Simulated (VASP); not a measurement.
# LiPS3 (Pmma) in VASP: single point with PBE

Aim: the single point of LiPS3 with PBE.

Program: VASP 6.6.1. These are calculated values, not measurements. Logs are shortened: lines on timing, memory, paths and dates and some standing lists are left out, and cuts for length are marked.

### Step 1. The cell of the first run

Symmetry: Pmma, No. 51, orthorhombic system. Conventional cell: a = 7.400 Å, b = 2.841 Å, c = 8.379 Å, α = 90.00°, β = 90.00°, γ = 90.00°. Within 3.7 Å of Li (site symmetry mm2) lie 8 S at 2.77 to 2.83 Å and 2 Li at 2.84 Å and 2 P at 3.55 Å. Within 3.2 Å of P (site symmetry mm2) lie 4 S at 2.40 to 2.55 Å and 2 P at 2.84 Å. Within 2.7 Å of S (site symmetry m) lie 1 S at 2.01 Å and 1 P at 2.40 Å. Within 3.4 Å of S (site symmetry 2/m) lie 2 P at 2.55 Å and 4 Li at 2.77 Å and 4 S at 2.84 to 3.19 Å.

The cell was built from a structure type or drawn by symmetry, and may not be a known phase.

### Step 2. Single point, PBE

INCAR reads:

```
SYSTEM = LiPS3
ALGO     = Normal         ! electronic algorithm
EDIFF    = 1E-6           ! SCF threshold, eV
ENCUT    = 750            ! plane-wave cutoff, eV
GGA      = PE             ! functional
GGA_COMPAT= .FALSE.      
ISIF     = 2              ! what is computed and relaxed
ISMEAR   = 0              ! smearing method
LASPH    = .TRUE.         ! aspherical terms in the spheres
LCHARG   = .FALSE.        ! write CHGCAR
LREAL    = .FALSE.        ! projectors in reciprocal space
LWAVE    = .FALSE.        ! write WAVECAR
NBANDS   = 37             ! bands
NELM     = 120            ! most SCF steps
PREC     = Accurate       ! precision mode
SIGMA    = 0.15           ! smearing width, eV
```

KPOINTS reads:

```
k-points
0
G
  2 3 2
  0 0 0
```

POSCAR reads:

```
LiPS3
1.0
    7.3996907499      0.0000000000      0.0000000000
    0.0000000000      2.8405834451      0.0000000000
    0.0000000000      0.0000000000      8.3790646864
Li P S
2 2 6
Direct
    0.7500000000      0.5000000000      0.6783895579
    0.2500000000      0.5000000000      0.3216104421
    0.7500000000      0.0000000000      0.2902271359
    0.2500000000      0.0000000000      0.7097728641
   -0.0107257023      0.0000000000      0.8804708870
    0.5000000000      0.0000000000      0.5000000000
    0.5107257023      0.0000000000      0.8804708870
    1.0107257023      0.0000000000      0.1195291130
    0.0000000000      0.0000000000      0.5000000000
    0.4892742977      0.0000000000      0.1195291130
```

Potentials or basis: VASP PAW PBE potentials, release 64 (Li_sv, P, S).

On the command line:

```bash
cat potpaw_PBE.64/Li_sv/POTCAR potpaw_PBE.64/P/POTCAR potpaw_PBE.64/S/POTCAR > POTCAR
mpirun -np 1 vasp_std > vasp.out
```

OUTCAR:

```text
SYSTEM = LiPS3
   EDIFF = 1E-6
   ENCUT = 750
   GGA = PE
   ISIF = 2
   ISMEAR = 0
   LASPH = .TRUE.
   LREAL = .FALSE.
   NELM = 120
   PREC = Accurate

 ion  position               nearest neighbor table
   1  0.750  0.500  0.678-
   2  0.250  0.500  0.322-
   3  0.750  0.000  0.290-   8 2.40  10 2.40   9 2.55   6 2.55
   4  0.250  0.000  0.710-   5 2.40   7 2.40   6 2.55   9 2.55
   5  0.989  0.000  0.880-   8 2.01   4 2.40
   6  0.500  0.000  0.500-   3 2.55   4 2.55
   7  0.511  0.000  0.880-  10 2.01   4 2.40
   8  0.011  0.000  0.120-   5 2.01   3 2.40
   9  0.000  0.000  0.500-   3 2.55   4 2.55
  10  0.489  0.000  0.120-   7 2.01   3 2.40

  LATTYP: Found a simple orthorhombic cell.
 ALAT       =     2.8405834451
 B/A-ratio  =     2.6049897470
 C/A-ratio  =     2.9497688937

  Lattice vectors:

 A1 = (   0.0000000000,  -2.8405834451,   0.0000000000)
 A2 = (   7.3996907499,   0.0000000000,   0.0000000000)
 A3 = (   0.0000000000,   0.0000000000,   8.3790646864)

Analysis of symmetry for initial positions (statically):
=====================================================================
 Subroutine PRICEL returns:
 Original cell was already a primitive cell.

 Routine SETGRP: Setting up the symmetry group for a
 simple orthorhombic supercell.

 Subroutine GETGRP returns: Found  8 space group operations
 (whereof  4 operations were pure point group operations)
 out of a pool of  8 trial point group operations.

The static configuration has the point symmetry C_2h.
 The point group associated with its full space group is D_2h.

Analysis of symmetry for dynamics (positions and initial velocities):
=====================================================================
 Subroutine PRICEL returns:
 Original cell was already a primitive cell.

 Routine SETGRP: Setting up the symmetry group for a
 simple orthorhombic supercell.

 Subroutine GETGRP returns: Found  8 space group operations
 (whereof  4 operations were pure point group operations)
 out of a pool of  8 trial point group operations.

The dynamic configuration has the point symmetry C_2h.
 The point group associated with its full space group is D_2h.

[... 99 lines left out ...]
   EDIFFG = 0.1E-04   stopping-criterion for IOM
   NSW    =      0    number of steps for IOM
   IBRION =     -1    ionic relax: 0-MD 1-quasi-New 2-CG
   NFREE  =      0    steps in history (QN), initial steepest desc. (CG)
   ISIF   =      2    stress and relaxation
   ISYM   =      2    0-nonsym 1-usesym 2-fastsym
   POTIM  = 0.5000    time-step for ionic-motion
   TEBEG  =    0.0;   TEEND  =   0.0 temperature during run
   PSTRESS=    0.0 pullay stress
   NELECT =      52.0000    total number of electrons
   NUPDOWN=      -1.0000    fix difference up-down
   EMIN   =  10.00;   EMAX   =-10.00  energy-range for DOS
   EFERMI =   0.00;   METHOD = LEGACY
   ISMEAR =     0;   SIGMA  =   0.15  broadening in eV -4-tet -1-fermi 0-gaus
   EFERMI_NEDOS =   21; number of points for ismear=-14 and -15
   IALGO  =     38    algorithm
   IMIX   =      4    mixing-type and parameters
     AMIX     =   0.40;   BMIX     =  1.00
     AMIX_MAG =   1.60;   BMIX_MAG =  1.00
  volume/ion in A,a.u.               =      17.61       118.85
  Fermi-wavevector in a.u.,A,eV,Ry     =   1.090110  2.060010 16.168350  1.188340
  Thomas-Fermi vector in A             =   2.226328
   LORBIT       =      0    0 simple, 1 ext, 2 COOP (PROOUT), +10 PAW based schemes
   GGA     = PE    functional components
   LHFCALC =     F    Hartree Fock is set to
   AEXX    =    0.0000 exact exchange contribution
   IVDW    =     0    specifies the selected vdW correction
   LEPSILON=     F    determine dielectric tensor
   LRPA    =     F    only Hartree local field effects (RPA)
 non-spin polarized calculation
 Gauss-broadening in eV      SIGMA  =   0.15
  energy-cutoff  :      750.00
  volume of cell :      176.12
 maximum number of plane-waves:      8262
 NGX is ok and might be reduce to    70
   NGX = 33   NGY = 13   NGZ = 37

 number of electron      52.0000003 magnetization

 Free energy of the ion-electron system (eV)
  ---------------------------------------------------
  ext. energy  EPLUGINS =         0.00000000
  ---------------------------------------------------
  free energy    TOTEN  =       -40.94288402 eV

  energy without entropy =      -40.92340189  energy(sigma->0) =      -40.93314295

 E-fermi :   5.6426     XC(G=0):  -9.6692

 val. band max:        5.6045485371   @ k =   0.0000   0.0000   0.5000
 cond. band min:       5.7300805062   @ k =   0.0000   0.3333   0.5000
 fundamental gap:      0.1255319691
 Fermi energy:         5.6425743013

 k-point     1 :       0.0000    0.0000    0.0000
  band No.  band energies     occupation
      1     -41.4248      2.00000
      2     -41.4248      2.00000
      3     -11.1661      2.00000
      4     -10.7532      2.00000
      5      -8.9328      2.00000
      6      -8.1753      2.00000
[... 309 lines left out ...]
     36      10.1817      0.00000
     37      10.8008      0.00000

------------------------ aborting loop because EDIFF is reached ----------------------------------------

  FORCE on cell =-STRESS in cart. coord.  units (eV):
  Direction    XX          YY          ZZ          XY          YZ          ZX
  --------------------------------------------------------------------------------------
  -------------------------------------------------------------------------------------
  Total        0.4333683     -0.0701458     -0.4739476      0.0000000      0.0000000      0.0000000
  in kB        3.9423125     -0.6381097     -4.3114585      0.0000000      0.0000000      0.0000000
  external PRESSURE =      -0.3357519 kB  Pullay stress =       0.0000000 kB

 VOLUME and BASIS-vectors are now :
 -----------------------------------------------------------------------------
  energy-cutoff  :      750.00
  volume of cell :      176.12
      direct lattice vectors                 reciprocal lattice vectors
     7.399690750  0.000000000  0.000000000     0.135140783  0.000000000  0.000000000
     0.000000000  2.840583445  0.000000000     0.000000000  0.352040353  0.000000000
     0.000000000  0.000000000  8.379064686     0.000000000  0.000000000  0.119345063

 POSITION                                       TOTAL-FORCE (eV/Angst)
 -----------------------------------------------------------------------------------
      5.54977      1.42029      5.68427         0.000000      0.000000     -0.010119
      1.84992      1.42029      2.69479         0.000000      0.000000      0.010119
      5.54977      0.00000      2.43183         0.000000      0.000000      0.007106
      1.84992      0.00000      5.94723         0.000000      0.000000     -0.007106
      7.32032      0.00000      7.37752         0.004337      0.000000      0.173287
      3.69985      0.00000      4.18953         0.000000      0.000000      0.000000
      3.77921      0.00000      7.37752        -0.004337      0.000000      0.173287
      0.07937      0.00000      1.00154        -0.004337      0.000000     -0.173287
      0.00000      0.00000      4.18953         0.000000      0.000000      0.000000
      3.62048      0.00000      1.00154         0.004337      0.000000     -0.173287
 -----------------------------------------------------------------------------------
    total drift:                                0.000000      0.000000      0.000000

  FREE ENERGIE OF THE ION-ELECTRON SYSTEM (eV)
  ---------------------------------------------------
  free  energy   TOTEN  =       -40.9428840228 eV

  energy  without entropy=      -40.9234018852  energy(sigma->0) =      -40.93314295
```

OSZICAR:

```text
N       E                     dE             d eps       ncg     rms          rms(c)
DAV:   1     0.336425527996E+03    0.33643E+03   -0.27525E+04   592   0.171E+03
DAV:   2    -0.513914317669E+01   -0.34156E+03   -0.32428E+03   723   0.292E+02
DAV:   3    -0.390017609707E+02   -0.33863E+02   -0.33117E+02   899   0.828E+01
DAV:   4    -0.410526967462E+02   -0.20509E+01   -0.20351E+01  1040   0.181E+01
DAV:   5    -0.412574748588E+02   -0.20478E+00   -0.20472E+00   859   0.315E+00    0.223E+01
DAV:   6    -0.409847708005E+02    0.27270E+00   -0.34588E-01   763   0.279E+00    0.142E+01
DAV:   7    -0.409527182518E+02    0.32053E-01   -0.49985E-01   744   0.283E+00    0.830E-01
DAV:   8    -0.409413466465E+02    0.11372E-01   -0.75220E-02   673   0.135E+00    0.558E-01
DAV:   9    -0.409423775188E+02   -0.10309E-02   -0.11337E-02   816   0.432E-01    0.181E-01
DAV:  10    -0.409427134622E+02   -0.33594E-03   -0.56682E-04   809   0.117E-01    0.741E-02
DAV:  11    -0.409428644519E+02   -0.15099E-03   -0.19977E-04   712   0.645E-02    0.263E-02
DAV:  12    -0.409428804081E+02   -0.15956E-04   -0.24376E-05   803   0.221E-02    0.116E-02
DAV:  13    -0.409428841508E+02   -0.37427E-05   -0.73764E-06   726   0.117E-02    0.305E-03
DAV:  14    -0.409428840228E+02    0.12798E-06   -0.69335E-07   435   0.401E-03
   1 F= -.40942884E+02 E0= -.40933143E+02  d E =-.194821E-01
```

It took 51 s on 1 thread of Intel Xeon 6975P-C (Granite Rapids), shared host; peak memory 0.42 GiB.

What came out:

| Quantity | Value |
| --- | --- |
| Free energy | -40.9429 eV |
| Pressure | 0.0 GPa |
| Largest force | 0.173 eV/Å |
| Band gap on the k mesh | zero (bands 26 and 27 overlap by 2.75 eV) |

Forces on the atoms (eV/Å):
```
Li   0.000  0.000 -0.010
Li   0.000  0.000  0.010
P    0.000  0.000  0.007
P    0.000  0.000 -0.007
S    0.004  0.000  0.173
S    0.000  0.000  0.000
S   -0.004  0.000  0.173
S   -0.004  0.000 -0.173
S    0.000  0.000  0.000
S    0.004  0.000 -0.173
```

Caveat: the k points lie up to 0.74 Å⁻¹ apart, too coarse for converged energies and pressures of a metal.
